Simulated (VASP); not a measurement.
Set up this calculation in VASP 6.6.1, as the native input.

```
Task                   : single point
Functional             : LDA
Potentials or basis    : VASP PAW LDA potentials, release 64 (Ca_sv, Mg)
Cutoff                 : 600 eV
k mesh                 : 8 × 8 × 2
Occupations            : methfessel-paxton, width 0.1 eV
Spin                   : no spin polarisation
Dipole correction      : no
Further INCAR settings : ALGO = Normal; EDIFF = 1e-06; NBANDS = 23
```

The structure of CaMg2 lies in POSCAR:

```
CaMg2
1.0
    3.4832870000      0.0000000000      0.0000000000
   -1.7416435000      3.0166150307      0.0000000000
    0.0000000000      0.0000000000     16.6860650000
Ca Mg
2 4
Direct
    0.0000000000      0.0000000000      0.3273930000
    0.0000000000      0.0000000000      0.6726070000
    0.0000000000      0.0000000000      0.0000000000
    0.6666666667      0.3333333333      0.1550000000
    0.6666666667      0.3333333333      0.8450000000
    0.6666666667      0.3333333333      0.5000000000
```

One way to write it, as run:

INCAR

```
SYSTEM = CaMg2
PREC     = Accurate       ! precision mode
ENCUT    = 600            ! plane-wave cutoff, eV
EDIFF    = 1E-6           ! SCF threshold, eV
ISMEAR   = 1              ! smearing method
SIGMA    = 0.1            ! smearing width, eV
LREAL    = .FALSE.        ! projectors in reciprocal space
LASPH    = .TRUE.         ! aspherical terms in the spheres
NELM     = 120            ! most SCF steps
ALGO     = Normal         ! electronic algorithm
ISIF     = 2              ! what is computed and relaxed
LWAVE    = .FALSE.        ! write WAVECAR
LCHARG   = .FALSE.        ! write CHGCAR
NBANDS   = 23             ! bands
GGA_COMPAT= .FALSE.
```

KPOINTS

```
Automatic mesh
0
G
  8 8 2
  0 0 0
```

Potentials or basis: VASP PAW LDA potentials, release 64 (Ca_sv, Mg).

Run with:

```console
$ cat potpaw_LDA.64/Ca_sv/POTCAR potpaw_LDA.64/Mg/POTCAR > POTCAR
$ mpirun -np 1 vasp_std > vasp.out
```

Results of the run:

The pressure is -2.1 GPa, the largest force is 0.014 eV/Å and the band gap on the k mesh is zero (bands 14 and 15 overlap by 1.15 eV).

It took 120 s on 1 thread of Intel(R) Xeon(R) Platinum 8488C (Sapphire Rapids), on a shared host, peak memory 0.3 GiB.
